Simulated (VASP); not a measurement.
Input of a VASP 6.6.1 run:

Contents of POSCAR:

```
Sb3Pt
1.0
    4.5283480041      0.0000000000      0.0000000000
    0.0000000000      4.5283480041      0.0000000000
    0.0000000000      0.0000000000      4.5283480041
Sb Pt
3 1
Direct
    0.0000000000      0.5000000000      0.5000000000
    0.5000000000      0.0000000000      0.5000000000
    0.5000000000      0.5000000000      0.0000000000
    0.0000000000      0.0000000000      0.0000000000
```

File INCAR.step1:

```
SYSTEM = Sb3Pt
ALGO = Normal
EDIFF = 1E-4
ENCUT = 520
GGA = PE
ISMEAR = 0
LASPH = .TRUE.
LCHARG = .FALSE.
LREAL = .FALSE.
LWAVE = .TRUE.
NBANDS = 20
NELM = 80
PREC = Accurate
SIGMA = 0.1
```

Contents of INCAR.step2:

```
SYSTEM = Sb3Pt
ALGO = Normal
EDIFF = 1E-7
ENCUT = 520
ISIF = 2
ISMEAR = 0
ISTART = 1
LASPH = .TRUE.
LCHARG = .TRUE.
LELF = .TRUE.
LMIXTAU = .TRUE.
LREAL = .FALSE.
LVHAR = .TRUE.
LWAVE = .FALSE.
METAGGA = R2SCAN
NBANDS = 20
NELM = 80
PREC = Accurate
SIGMA = 0.1
```

Contents of KPOINTS:

```
k-points
0
G
  10 10 10
  0 0 0
```

Potentials or basis: VASP PAW PBE potentials, release 64 (Sb, Pt).

Run with:

```console
$ cat potpaw_PBE.64/Sb/POTCAR potpaw_PBE.64/Pt/POTCAR > POTCAR
$ cp INCAR.step1 INCAR
$ mpirun -np 1 vasp_std > vasp.out
$ cp INCAR.step2 INCAR
$ mpirun -np 1 vasp_std > vasp.out
```

(1) Predict the band gap on the k mesh.

(2) Estimate the pressure.

Results:

(1) zero (an odd number of electrons rules out a gap without spin polarisation).

(2) -0.1 GPa.

Caveat: the PAW data sets were made with another functional, which shifts forces and pressure a little; spin-orbit coupling is left out, which moves the levels of the heavy elements; an odd number of electrons without spin polarisation forces a metal; a magnetic or distorted state may lie lower.
